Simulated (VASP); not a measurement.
# HfO2 (Fm-3m) in VASP: notebook

The runs below take HfO2 through single point, relaxation of cell and atoms, with PBEsol.

Program: VASP 6.6.1. These are calculated values, not measurements. Logs are shortened: lines on timing, memory, paths and dates and some standing lists are left out, and cuts for length are marked.

### 1 The cell of the first run

It takes space group Fm-3m (No. 225, cubic). Conventional cell: a = 5.044 Å, b = 5.044 Å, c = 5.044 Å, α = 90.00°, β = 90.00°, γ = 90.00°. Within 2.9 Å of Hf (site symmetry m-3m) lie 8 O at 2.18 Å. O (site symmetry -43m) has 4 Hf at 2.18 Å and 6 O at 2.52 Å within 2.9 Å.

### 2 Single point, PBEsol

Input file INCAR:

```
SYSTEM = HfO2
ALGO = Normal
EDIFF = 1E-7
ENCUT = 520
GGA = PS
ISIF = 2
ISMEAR = 0
LASPH = .True.
LCHARG = .False.
LREAL = .False.
LWAVE = .False.
NBANDS = 18
NELM = 100
PREC = Accurate
SIGMA = 0.02
```

Input file KPOINTS:

```
k-points
0
Gamma
  8 8 8
  0 0 0
```

Input file POSCAR:

```
HfO2
1.0
    0.0000000000      2.5219132555      2.5219132555
    2.5219132555      0.0000000000      2.5219132555
    2.5219132555      2.5219132555      0.0000000000
Hf O
1 2
Direct
    0.0000000000      0.0000000000      0.0000000000
    0.2500000000      0.2500000000      0.2500000000
    0.7500000000      0.7500000000      0.7500000000
```

Potentials or basis: VASP PAW PBE potentials, release 64 (Hf_pv, O).

The run is started by

```bash
cat potpaw_PBE.64/Hf_pv/POTCAR potpaw_PBE.64/O/POTCAR > POTCAR
mpirun -np 1 vasp_std > vasp.out
```

OUTCAR:

```text
SYSTEM = HfO2
   EDIFF = 1E-7
   ENCUT = 520
   GGA = PS
   ISIF = 2
   ISMEAR = 0
   LASPH = .True.
   LREAL = .False.
   NELM = 100
   PREC = Accurate

 ion  position               nearest neighbor table
   1  0.000  0.000  0.000-   3 2.18   3 2.18   3 2.18   2 2.18   3 2.18   2 2.18   2 2.18   2 2.18

   2  0.250  0.250  0.250-   1 2.18   1 2.18   1 2.18   1 2.18
   3  0.750  0.750  0.750-   1 2.18   1 2.18   1 2.18   1 2.18

  LATTYP: Found a face centered cubic cell.
 ALAT       =     5.0438265110

  Lattice vectors:

 A1 = (   0.0000000000,   2.5219132555,   2.5219132555)
 A2 = (   2.5219132555,   0.0000000000,   2.5219132555)
 A3 = (   2.5219132555,   2.5219132555,   0.0000000000)

Analysis of symmetry for initial positions (statically):
=====================================================================
 Subroutine PRICEL returns:
 Original cell was already a primitive cell.

 Routine SETGRP: Setting up the symmetry group for a
 face centered cubic supercell.

 Subroutine GETGRP returns: Found 48 space group operations
 (whereof 48 operations were pure point group operations)
 out of a pool of 48 trial point group operations.

The static configuration has the point symmetry O_h .

Analysis of symmetry for dynamics (positions and initial velocities):
=====================================================================
 Subroutine PRICEL returns:
 Original cell was already a primitive cell.

 Routine SETGRP: Setting up the symmetry group for a
 face centered cubic supercell.

 Subroutine GETGRP returns: Found 48 space group operations
 (whereof 48 operations were pure point group operations)
 out of a pool of 48 trial point group operations.

The dynamic configuration has the point symmetry O_h .

 Subroutine INISYM returns: Found 48 space group operations
 (whereof 48 operations are pure point group operations),
 and found     1 'primitive' translations

----------------------------------------------------------------------------------------

                                     Primitive cell

  volume of cell :      32.0790

  direct lattice vectors                    reciprocal lattice vectors
     0.000000000  2.521913255  2.521913255    -0.198262172  0.198262172  0.198262172
     2.521913255  0.000000000  2.521913255     0.198262172 -0.198262172  0.198262172
     2.521913255  2.521913255  0.000000000     0.198262172  0.198262172 -0.198262172

  length of vectors
     3.566523929  3.566523929  3.566523929     0.343400155  0.343400155  0.343400155

  position of ions in fractional coordinates (direct lattice)
     0.000000000  0.000000000  0.000000000
     0.250000000  0.250000000  0.250000000
     0.750000000  0.750000000  0.750000000

  ion indices of the primitive-cell ions
   primitive index   ion index
                 1           1
                 2           2
                 3           3

----------------------------------------------------------------------------------------

 KPOINTS: k-points

Automatic generation of k-mesh.
 Grid dimensions read from file:
 generate k-points for:    8    8    8

 Generating k-lattice:

  Cartesian coordinates                     Fractional coordinates (reciprocal lattice)
    -0.024782772  0.024782772  0.024782772     0.125000000  0.000000000  0.000000000
     0.024782772 -0.024782772  0.024782772     0.000000000  0.125000000  0.000000000
     0.024782772  0.024782772 -0.024782772     0.000000000  0.000000000  0.125000000

  Length of vectors
     0.042925019  0.042925019  0.042925019

  Shift w.r.t. Gamma in fractional coordinates (k-lattice)
     0.000000000  0.000000000  0.000000000

 Subroutine IBZKPT returns following result:
 ===========================================

 Found     29 irreducible k-points:

 Following reciprocal coordinates:
            Coordinates               Weight
  0.000000  0.000000  0.000000      1.000000
  0.125000  0.000000  0.000000      8.000000
  0.250000  0.000000  0.000000      8.000000
  0.375000  0.000000  0.000000      8.000000
  0.500000  0.000000  0.000000      4.000000
  0.125000  0.125000  0.000000      6.000000
[... 16 lines left out ...]
  0.500000  0.250000  0.125000     48.000000
 -0.375000  0.250000  0.125000     24.000000
 [... further k-points ...]
   k-points           NKPTS =     29   k-points in BZ     NKDIM =     29   number of bands    NBANDS=     18
   number of dos      NEDOS =    301   number of ions     NIONS =      3
   total plane-waves  NPLWV =  21952
   dimension x,y,z NGX =    28 NGY =   28 NGZ =   28
   dimension x,y,z NGXF=    56 NGYF=   56 NGZF=   56
   ions per type =               1   2
   NGX,Y,Z   is equivalent  to a cutoff of  13.05, 13.05, 13.05 a.u.
   NGXF,Y,Z  is equivalent  to a cutoff of  26.10, 26.10, 26.10 a.u.
 SYSTEM =  HfO2
   PREC   = accura    normal or accurate (medium, high low for compatibility)
   ISTART =      0    job   : 0-new  1-cont  2-samecut
   ICHARG =      2    charge: 1-file 2-atom 10-const
   ISPIN  =      1    spin polarized calculation?
   LNONCOLLINEAR =      F non collinear calculations
   LSORBIT =      F    spin-orbit coupling
   LASPH  =      T    aspherical Exc in radial PAW
   ENCUT  =  520.0 eV  38.22 Ry    6.18 a.u.   6.63  6.63  6.63*2*pi/ulx,y,z
   NELM   =    100;   NELMIN=  2; NELMDL= -5     # of ELM steps
   EDIFF  = 0.1E-06   stopping-criterion for ELM
   LREAL  =      F    real-space projection
   EDIFFG = 0.1E-05   stopping-criterion for IOM
   NSW    =      0    number of steps for IOM
   IBRION =     -1    ionic relax: 0-MD 1-quasi-New 2-CG
   NFREE  =      0    steps in history (QN), initial steepest desc. (CG)
   ISIF   =      2    stress and relaxation
   ISYM   =      2    0-nonsym 1-usesym 2-fastsym
   POTIM  = 0.5000    time-step for ionic-motion
   TEBEG  =    0.0;   TEEND  =   0.0 temperature during run
   PSTRESS=    0.0 pullay stress
   NELECT =      22.0000    total number of electrons
   NUPDOWN=      -1.0000    fix difference up-down
   EMIN   =  10.00;   EMAX   =-10.00  energy-range for DOS
   EFERMI =   0.00;   METHOD = LEGACY
   ISMEAR =     0;   SIGMA  =   0.02  broadening in eV -4-tet -1-fermi 0-gaus
   EFERMI_NEDOS =   21; number of points for ismear=-14 and -15
   IALGO  =     38    algorithm
   IMIX   =      4    mixing-type and parameters
     AMIX     =   0.40;   BMIX     =  1.00
     AMIX_MAG =   1.60;   BMIX_MAG =  1.00
  volume/ion in A,a.u.               =      10.69        72.16
  Fermi-wavevector in a.u.,A,eV,Ry     =   1.443695  2.728189 28.358031  2.084256
  Thomas-Fermi vector in A             =   2.562074
   LORBIT       =      0    0 simple, 1 ext, 2 COOP (PROOUT), +10 PAW based schemes
   GGA     = PS    functional components
   LHFCALC =     F    Hartree Fock is set to
   AEXX    =    0.0000 exact exchange contribution
   IVDW    =     0    specifies the selected vdW correction
   LEPSILON=     F    determine dielectric tensor
   LRPA    =     F    only Hartree local field effects (RPA)
 non-spin polarized calculation
 Gauss-broadening in eV      SIGMA  =   0.02
  energy-cutoff  :      520.00
  volume of cell :       32.08
 maximum number of plane-waves:       887
   NGX = 13   NGY = 13   NGZ = 13

 number of electron      21.9999993 magnetization

 Free energy of the ion-electron system (eV)
  ---------------------------------------------------
  ext. energy  EPLUGINS =         0.00000000
  ---------------------------------------------------
  free energy    TOTEN  =       -31.63239610 eV

  energy without entropy =      -31.63239610  energy(sigma->0) =      -31.63239610

 E-fermi :   4.4125     XC(G=0): -12.1878

 val. band max:        4.2652869284   @ k =   0.5000   0.5000   0.0000
 cond. band min:       7.9763201133   @ k =   0.5000   0.5000   0.0000
 fundamental gap:      3.7110331849
 Fermi energy:         4.4125288594

 k-point     1 :       0.0000    0.0000    0.0000
  band No.  band energies     occupation
      1     -25.2903      2.00000
      2     -25.2903      2.00000
      3     -25.2903      2.00000
      4     -14.5208      2.00000
      5     -11.3420      2.00000
      6      -1.2325      2.00000
[... 10 lines left out ...]
     17      14.8807      0.00000
     18      17.8819      0.00000

 k-point     2 :       0.1250    0.0000    0.0000
  band No.  band energies     occupation
      1     -25.3648      2.00000
      2     -25.2984      2.00000
      3     -25.2984      2.00000
      4     -14.3006      2.00000
      5     -11.5231      2.00000
      6      -1.0779      2.00000
[... 10 lines left out ...]
     17      14.5983      0.00000
     18      17.7808      0.00000

 k-point     3 :       0.2500    0.0000    0.0000
  band No.  band energies     occupation
      1     -25.5368      2.00000
      2     -25.3177      2.00000
      3     -25.3177      2.00000
      4     -13.7811      2.00000
      5     -11.8821      2.00000
      6      -0.6972      2.00000
[... 10 lines left out ...]
     17      14.1008      0.00000
     18      16.9098      0.00000

 k-point     4 :       0.3750    0.0000    0.0000
  band No.  band energies     occupation
      1     -25.6993      2.00000
      2     -25.3369      2.00000
      3     -25.3369      2.00000
      4     -13.3470      2.00000
      5     -12.0709      2.00000
      6      -0.3225      2.00000
[... 10 lines left out ...]
     17      13.8374      0.00000
     18      16.4956      0.00000

 k-point     5 :       0.5000    0.0000    0.0000
  band No.  band energies     occupation
      1     -25.7640      2.00000
      2     -25.3448      2.00000
      3     -25.3448      2.00000
      4     -13.2390      2.00000
      5     -12.0526      2.00000
      6      -0.1794      2.00000
[... 10 lines left out ...]
     17      13.7976      0.00000
     18      16.8872      0.00000

 k-point     6 :       0.1250    0.1250    0.0000
  band No.  band energies     occupation
      1     -25.3710      2.00000
      2     -25.3103      2.00000
      3     -25.3103      2.00000
      4     -14.2225      2.00000
      5     -11.5845      2.00000
      6      -1.0553      2.00000
[... 10 lines left out ...]
     17      14.5390      0.00000
     18      17.6742      0.00000

 k-point     7 :       0.2500    0.1250    0.0000
  band No.  band energies     occupation
      1     -25.4981      2.00000
      2     -25.3323      2.00000
      3     -25.3312      2.00000
      4     -13.7856      2.00000
      5     -11.8887      2.00000
      6      -0.7667      2.00000
[... 10 lines left out ...]
     17      14.1857      0.00000
     18      17.3972      0.00000

 k-point     8 :       0.3750    0.1250    0.0000
  band No.  band energies     occupation
      1     -25.6496      2.00000
      2     -25.3638      2.00000
      3     -25.3515      2.00000
      4     -13.2899      2.00000
      5     -12.1409      2.00000
      6      -0.4462      2.00000
[... 10 lines left out ...]
     17      14.3918      0.00000
     18      16.8724      0.00000
[... 229 lines left out ...]
     17      16.3432      0.00000
     18      17.8300      0.00000

 k-point    20 :      -0.3750    0.3750    0.0000
  band No.  band energies     occupation
      1     -25.6919      2.00000
      2     -25.5421      2.00000
      3     -25.3992      2.00000
      4     -12.6261      2.00000
      5     -12.3212      2.00000
      6      -1.7205      2.00000
[... 10 lines left out ...]
     17      16.8304      0.00000
     18      17.7740      0.00000

 k-point    21 :       0.5000    0.5000    0.0000
  band No.  band energies     occupation
      1     -25.7907      2.00000
      2     -25.4253      2.00000
      3     -25.4253      2.00000
      4     -12.7004      2.00000
      5     -12.2208      2.00000
      6      -2.4037      2.00000
[... 10 lines left out ...]
     17      17.5105      0.00000
     18      17.7687      0.00000

 k-point    22 :       0.3750    0.2500    0.1250
  band No.  band energies     occupation
      1     -25.5887      2.00000
      2     -25.3962      2.00000
      3     -25.3425      2.00000
      4     -13.3310      2.00000
      5     -12.1528      2.00000
      6      -0.6945      2.00000
[... 10 lines left out ...]
     17      14.1893      0.00000
     18      17.4832      0.00000

 k-point    23 :       0.5000    0.2500    0.1250
  band No.  band energies     occupation
      1     -25.6682      2.00000
      2     -25.4569      2.00000
      3     -25.3643      2.00000
      4     -12.9323      2.00000
      5     -12.3005      2.00000
      6      -0.7075      2.00000
[... 10 lines left out ...]
     17      15.0288      0.00000
     18      17.3650      0.00000

 k-point    24 :      -0.3750    0.2500    0.1250
  band No.  band energies     occupation
      1     -25.6993      2.00000
      2     -25.4811      2.00000
      3     -25.3752      2.00000
      4     -12.8532      2.00000
      5     -12.2570      2.00000
      6      -0.7127      2.00000
[... 10 lines left out ...]
     17      15.1722      0.00000
     18      17.3889      0.00000

 [... further k-points ...]
[... 5 lines left out ...]
  --------------------------------------------------------------------------------------
  -------------------------------------------------------------------------------------
  Total       -0.7458819     -0.7458819     -0.7458819      0.0000000      0.0000000      0.0000000
  in kB      -37.2529111    -37.2529111    -37.2529111      0.0000000      0.0000000      0.0000000
  external PRESSURE =     -37.2529111 kB  Pullay stress =       0.0000000 kB

 VOLUME and BASIS-vectors are now :
 -----------------------------------------------------------------------------
  energy-cutoff  :      520.00
  volume of cell :       32.08
      direct lattice vectors                 reciprocal lattice vectors
     0.000000000  2.521913255  2.521913255    -0.198262172  0.198262172  0.198262172
     2.521913255  0.000000000  2.521913255     0.198262172 -0.198262172  0.198262172
     2.521913255  2.521913255  0.000000000     0.198262172  0.198262172 -0.198262172

 POSITION                                       TOTAL-FORCE (eV/Angst)
 -----------------------------------------------------------------------------------
      0.00000      0.00000      0.00000        -0.000000      0.000000     -0.000000
      1.26096      1.26096      1.26096        -0.000000     -0.000000      0.000000
      3.78287      3.78287      3.78287         0.000000      0.000000     -0.000000
 -----------------------------------------------------------------------------------
    total drift:                                0.000000      0.000000      0.000000

  FREE ENERGIE OF THE ION-ELECTRON SYSTEM (eV)
  ---------------------------------------------------
  free  energy   TOTEN  =       -31.6323960999 eV

  energy  without entropy=      -31.6323960999  energy(sigma->0) =      -31.63239610
```

Run time: 12 s. Hardware: 1 thread of Intel Xeon Platinum 8488C (Sapphire Rapids), shared host; peak memory 0.16 GiB.

Results:

```yaml
Free_energy: -31.6324 eV
Pressure: -3.7 GPa
Band_gap_on_the_k_mesh: 3.71 eV, direct
```

Levels at points of the mesh, in eV from the valence-band top:
| k point | band 9 | band 10 | band 11 | band 12 | band 13 | band 14 |
| --- | --- | --- | --- | --- | --- | --- |
| (0.00, 0.00, 0.00) | -0.62 | -0.62 | -0.62 | 3.81 | 3.81 | 5.77 |
| (0.50, 0.00, 0.00) | -2.81 | -1.87 | -1.87 | 4.58 | 4.58 | 7.10 |
| (0.50, 0.50, 0.00) | -1.57 | -1.57 | 0.00 | 3.71 | 5.51 | 6.74 |

Caveat: the PAW data sets were made with another functional, which shifts forces and pressure a little; spin-orbit coupling is left out, which moves the levels of the heavy elements. A hybrid or GW would open this gap; PBEsol tends to underestimate it.

### 3 Relaxation of cell and atoms, PBEsol

This run uses another cell than the first one, of 11.04 Å³/atom, 1.032 times its volume.

Input file INCAR:

```
SYSTEM = HfO2
ALGO = Normal ; EDIFF = 1E-6
EDIFFG = -0.005 ; ENCUT = 600
GGA = PS ; IBRION = 2
ISIF = 3 ; ISMEAR = 0
LASPH = .TRUE. ; LCHARG = .FALSE.
LREAL = .FALSE. ; LWAVE = .FALSE.
NELM = 60 ; NSW = 70
PREC = Accurate ; SIGMA = 0.02
```

Input file KPOINTS:

```
k-points
0
G
  8 8 8
  0 0 0
```

Input file POSCAR:

```
HfO2
1.0
    0.0000000000      2.5488057610      2.5488057610
    2.5488057610      0.0000000000      2.5488057610
    2.5488057610      2.5488057610      0.0000000000
Hf O
1 2
Direct
    0.0000000000      0.0000000000      0.0000000000
    0.2500000000      0.2500000000      0.2500000000
    0.7500000000      0.7500000000      0.7500000000
```

Potentials or basis: VASP PAW PBE potentials, release 64 (Hf_pv, O).

The run is started by

```bash
cat potpaw_PBE.64/Hf_pv/POTCAR potpaw_PBE.64/O/POTCAR > POTCAR
mpirun -np 1 vasp_std > vasp.out
```

Wall time 38 s (1 thread of Intel Xeon Platinum 8488C (Sapphire Rapids), shared host); peak memory 0.18 GiB.

It converged, with:

* Free energy: -31.6461 eV
* Relaxed volume: 10.53 Å³/atom
* Relaxed cell: a = 3.549 Å, b = 3.549 Å, c = 3.549 Å, α = 60.00°, β = 60.00°, γ = 60.00°
* Space group after relaxing (to 0.05 Å): Fm-3m (No. 225)
* Energy gained by relaxing: 19.0 meV/atom
* Ionic steps: 4
* Pressure after relaxing: 0.0 GPa
* Band gap on the k mesh: 3.75 eV, direct

Step by step:
```tsv
step	energy change (eV)	largest force (eV/Å)	pressure (GPa)	volume (Å³)
1	0.0000	0.0000	-11.53	33.12
2	0.0830	0.0000	22.27	29.45
3	-0.0569	0.0000	-0.16	31.63
4	-0.0570	0.0000	0.01	31.60
```

Final structure:
```
Hf O
1.0
     0.00000    2.50921    2.50921
     2.50921    0.00000    2.50921
     2.50921    2.50921    0.00000
Hf O
1 2
Direct
  0.00000 0.00000 0.00000
  0.25000 0.25000 0.25000
  0.75000 0.75000 0.75000
```

Levels at points of the mesh, in eV from the valence-band top:
```
           k point  band 9  band 10  band 11  band 12  band 13  band 14
(0.00, 0.00, 0.00)   -0.63    -0.63    -0.63     3.85     3.85     5.89
(0.50, 0.00, 0.00)   -2.84    -1.89    -1.89     4.63     4.63     7.25
(0.50, 0.50, 0.00)   -1.60    -1.60     0.00     3.75     5.59     6.88
```

Caveat: the PAW data sets were made with another functional, which shifts forces and pressure a little; spin-orbit coupling is left out, which moves the levels of the heavy elements. Expect the measured gap to be larger: semilocal functionals such as PBEsol lack the derivative discontinuity.
